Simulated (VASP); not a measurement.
# WSe2 in VASP: single point with PBEsol

Aim: the single point of WSe2 with PBEsol.

Everything below comes from runs of VASP 6.6.1. Logs are shortened: lines on timing, memory, paths and dates and some standing lists are left out, and cuts for length are marked.

## 1. The cell of the first run

The cell holds a slab with vacuum, 3 atoms: a = 3.175 Å, b = 3.233 Å, c = 15.937 Å, α = 93.29°, β = 83.34°, γ = 122.02°.

## 2. Single point, PBEsol (atoms moved at random and the cell strained at random)

File INCAR:

```
PREC = Accurate ; ENCUT = 520
EDIFF = 1E-6 ; ISMEAR = 0
SIGMA = 0.05 ; LREAL = F
LASPH = T ; NELM = 60
ALGO = Normal ; ISIF = 2
LWAVE = F ; LCHARG = F
GGA = PS ; NBANDS = 20
```

File KPOINTS:

```
Automatic mesh
0
Gamma
  12 12 2
```

File POSCAR:

```
WSe2
1.0
    3.1683912536     -0.0736141138      0.1843277587
   -1.6479473194      2.7801034895     -0.0909871200
    0.9254417754      0.0068220577     15.9104968356
W Se
1 2
Direct
   -0.0043251593      0.0132692761     -0.0010626711
    0.3814904526      0.6862459040      0.1015360390
    0.2895013733      0.6338181532      0.8995266321
```

Potentials or basis: VASP PAW PBE potentials, release 64 (W_sv, Se).

The run is started by

```bash
cat potpaw_PBE.64/W_sv/POTCAR potpaw_PBE.64/Se/POTCAR > POTCAR
mpirun -np 1 vasp_std > vasp.out
```

OUTCAR:

```text
PREC = Accurate
   ENCUT = 520
   EDIFF = 1E-6
   ISMEAR = 0
   LREAL = F
   LASPH = T
   NELM = 60
   ISIF = 2
   GGA = PS

 ion  position               nearest neighbor table
   1  0.996  0.013  0.999-   2 2.21   3 2.33   3 2.35   2 2.48   3 2.59   2 2.71
   2  0.381  0.686  0.102-   1 2.21   1 2.48   1 2.71
   3  0.290  0.634  0.900-   1 2.33   1 2.35   1 2.59

  LATTYP: Found a triclinic cell.
 ALAT       =     3.1057280906
 B/A-ratio  =     1.0221764658
 C/A-ratio  =     5.1773241924
 COS(alpha) =     0.0082600200
 COS(beta)  =     0.1586134554
 COS(gamma) =     0.4701408488

  Lattice vectors:

 A1 = (  -1.5204439342,  -2.7064893757,  -0.0933406387)
 A2 = (  -3.1683912536,   0.0736141138,  -0.1843277587)
 A3 = (   0.7225055440,  -2.7869255472, -15.8195097156)

Analysis of symmetry for initial positions (statically):
=====================================================================
 Subroutine PRICEL returns:
 Original cell was already a primitive cell.

 Routine SETGRP: Setting up the symmetry group for a
 triclinic supercell.

 Subroutine GETGRP returns: Found  1 space group operations
 (whereof  1 operations were pure point group operations)
 out of a pool of  2 trial point group operations.

The static configuration has the point symmetry C_1 .

Analysis of symmetry for dynamics (positions and initial velocities):
=====================================================================
 Subroutine PRICEL returns:
 Original cell was already a primitive cell.

 Routine SETGRP: Setting up the symmetry group for a
 triclinic supercell.

 Subroutine GETGRP returns: Found  1 space group operations
 (whereof  1 operations were pure point group operations)
 out of a pool of  2 trial point group operations.

The dynamic configuration has the point symmetry C_1 .

 Subroutine INISYM returns: Found  1 space group operations
 (whereof  1 operations are pure point group operations),
 and found     1 'primitive' translations

----------------------------------------------------------------------------------------

                                     Primitive cell

[... 79 lines left out ...]
   ions per type =               1   2
   NGX,Y,Z   is equivalent  to a cutoff of  12.57, 12.34, 12.52 a.u.
   NGXF,Y,Z  is equivalent  to a cutoff of  25.14, 24.68, 25.03 a.u.
 SYSTEM =  unknown system
   PREC   = accura    normal or accurate (medium, high low for compatibility)
   ISTART =      0    job   : 0-new  1-cont  2-samecut
   ICHARG =      2    charge: 1-file 2-atom 10-const
   ISPIN  =      1    spin polarized calculation?
   LNONCOLLINEAR =      F non collinear calculations
   LSORBIT =      F    spin-orbit coupling
   LASPH  =      T    aspherical Exc in radial PAW
   ENCUT  =  520.0 eV  38.22 Ry    6.18 a.u.   5.90  6.01 29.63*2*pi/ulx,y,z
   NELM   =     60;   NELMIN=  2; NELMDL= -5     # of ELM steps
   EDIFF  = 0.1E-05   stopping-criterion for ELM
   LREAL  =      F    real-space projection
   EDIFFG = 0.1E-04   stopping-criterion for IOM
   NSW    =      0    number of steps for IOM
   IBRION =     -1    ionic relax: 0-MD 1-quasi-New 2-CG
   NFREE  =      0    steps in history (QN), initial steepest desc. (CG)
   ISIF   =      2    stress and relaxation
   ISYM   =      2    0-nonsym 1-usesym 2-fastsym
   POTIM  = 0.5000    time-step for ionic-motion
   TEBEG  =    0.0;   TEEND  =   0.0 temperature during run
   PSTRESS=    0.0 pullay stress
   NELECT =      26.0000    total number of electrons
   NUPDOWN=      -1.0000    fix difference up-down
   EMIN   =  10.00;   EMAX   =-10.00  energy-range for DOS
   EFERMI =   0.00;   METHOD = LEGACY
   ISMEAR =     0;   SIGMA  =   0.05  broadening in eV -4-tet -1-fermi 0-gaus
   EFERMI_NEDOS =   21; number of points for ismear=-14 and -15
   IALGO  =     38    algorithm
   IMIX   =      4    mixing-type and parameters
     AMIX     =   0.40;   BMIX     =  1.00
     AMIX_MAG =   1.60;   BMIX_MAG =  1.00
  volume/ion in A,a.u.               =      45.92       309.86
  Fermi-wavevector in a.u.,A,eV,Ry     =   0.939082  1.774608 11.998639  0.881875
  Thomas-Fermi vector in A             =   2.066358
   LORBIT       =      0    0 simple, 1 ext, 2 COOP (PROOUT), +10 PAW based schemes
   GGA     = PS    functional components
   LHFCALC =     F    Hartree Fock is set to
   AEXX    =    0.0000 exact exchange contribution
   IVDW    =     0    specifies the selected vdW correction
   LEPSILON=     F    determine dielectric tensor
   LRPA    =     F    only Hartree local field effects (RPA)
 non-spin polarized calculation
 Gauss-broadening in eV      SIGMA  =   0.05
  energy-cutoff  :      520.00
  volume of cell :      137.75
 maximum number of plane-waves:      3764
   NGX = 11   NGY = 13   NGZ = 59

 number of electron      26.0000001 magnetization

 Free energy of the ion-electron system (eV)
  ---------------------------------------------------
  ext. energy  EPLUGINS =         0.00000000
  ---------------------------------------------------
  free energy    TOTEN  =       -21.68987781 eV

  energy without entropy =      -21.68987781  energy(sigma->0) =      -21.68987781

 E-fermi :   0.1029     XC(G=0):  -5.1684

 val. band max:       -0.2617201085   @ k =   0.3333   0.3333   0.5000
 cond. band min:       1.2729967958   @ k =  -0.3333   0.1667   0.0000
 fundamental gap:      1.5347169044
 Fermi energy:         0.1029488351

 k-point     1 :       0.0000    0.0000    0.0000
  band No.  band energies     occupation
      1     -74.0096      2.00000
      2     -38.5076      2.00000
      3     -38.2249      2.00000
      4     -38.1701      2.00000
      5     -15.9788      2.00000
      6     -14.2995      2.00000
[... 541 lines left out ...]
     19       7.4969      0.00000
     20       7.9355      0.00000

 [... further k-points ...]
[... 5 lines left out ...]
  --------------------------------------------------------------------------------------
  -------------------------------------------------------------------------------------
  Total        7.7019455      8.5503475     11.4789858      2.3269824     -4.4396086    -10.3124574
  in kB       89.5826235     99.4505288    133.5140138     27.0655232    -51.6378335   -119.9459258
  external PRESSURE =     107.5157220 kB  Pullay stress =       0.0000000 kB

 VOLUME and BASIS-vectors are now :
 -----------------------------------------------------------------------------
  energy-cutoff  :      520.00
  volume of cell :      137.75
      direct lattice vectors                 reciprocal lattice vectors
     3.168391254 -0.073614114  0.184327759     0.321117186  0.189732992 -0.018759290
    -1.647947319  2.780103490 -0.090987120     0.008511843  0.364723039 -0.000651480
     0.925441775  0.006822058 15.910496836    -0.003671560 -0.000112376  0.063065195

 POSITION                                       TOTAL-FORCE (eV/Angst)
 -----------------------------------------------------------------------------------
      4.05728     -0.02959     16.07591         2.539265      0.121470     -0.632935
      0.17178      1.88044      1.62337        -4.610531     -1.492746      4.088511
      0.70521      1.74691     14.30761         2.071267      1.371276     -3.455576
 -----------------------------------------------------------------------------------
    total drift:                               -0.000074      0.000116     -0.000086

  FREE ENERGIE OF THE ION-ELECTRON SYSTEM (eV)
  ---------------------------------------------------
  free  energy   TOTEN  =       -21.6898778086 eV

  energy  without entropy=      -21.6898778086  energy(sigma->0) =      -21.68987781
```

OSZICAR:

```text
N       E                     dE             d eps       ncg     rms          rms(c)
DAV:   1     0.181051906658E+03    0.18105E+03   -0.12306E+04  6976   0.112E+03
DAV:   2    -0.992060257974E+01   -0.19097E+03   -0.18517E+03  7724   0.273E+02
DAV:   3    -0.223170902729E+02   -0.12396E+02   -0.12298E+02  7796   0.651E+01
[... 12 lines left out ...]
DAV:  16    -0.216898372925E+02   -0.12610E-03   -0.35071E-06  6896   0.101E-02    0.374E-03
DAV:  17    -0.216898606951E+02   -0.23403E-04   -0.68869E-07  6160   0.359E-03    0.151E-03
DAV:  18    -0.216898745103E+02   -0.13815E-04   -0.46522E-07  5860   0.251E-03    0.869E-04
DAV:  19    -0.216898771691E+02   -0.26588E-05   -0.78649E-08  5284   0.105E-03    0.346E-04
DAV:  20    -0.216898778086E+02   -0.63958E-06   -0.18189E-08  4788   0.423E-04
   1 F= -.21689878E+02 E0= -.21689878E+02  d E =-.310020E-26
```

Wall time 11 min (1 thread of Intel Xeon 8259CL, shared host); peak memory 0.54 GiB.

Results:

```
Free energy            : -21.6899 eV
Largest force          : 6.340 eV/Å
Band gap on the k mesh : 1.53 eV (least direct gap 1.69 eV)
```

Forces on the atoms (eV/Å):
```
W    2.539  0.121 -0.633
Se  -4.611 -1.493  4.089
Se   2.071  1.371 -3.456
```

Levels at points of the mesh, in eV from the valence-band top:
```csv
k point,band 11,band 12,band 13,band 14,band 15,band 16
"(0.00, 0.00, 0.00)",-1.67,-1.33,-0.22,2.16,3.16,3.91
"(0.50, 0.00, 0.00)",-2.63,-1.23,-0.48,2.67,3.04,3.63
"(0.00, 0.50, 0.00)",-2.47,-1.19,-0.56,2.46,2.88,3.81
"(0.50, 0.50, 0.00)",-2.47,-0.85,-0.46,2.57,2.91,3.58
"(0.00, 0.00, 0.50)",-1.67,-1.33,-0.22,2.16,3.16,3.92
"(0.50, 0.00, 0.50)",-2.63,-1.23,-0.48,2.67,3.04,3.63
"(0.00, 0.50, 0.50)",-2.47,-1.19,-0.56,2.46,2.88,3.81
"(0.50, 0.50, 0.50)",-2.47,-0.85,-0.46,2.57,2.91,3.58
```

Caveat: the cell differs from its parent crystal (atoms moved at random and the cell strained at random); there is no dipole correction, which matters where the two faces differ; the PAW data sets were made with another functional, which shifts forces and pressure a little; spin-orbit coupling is left out, which moves the levels of the heavy elements.
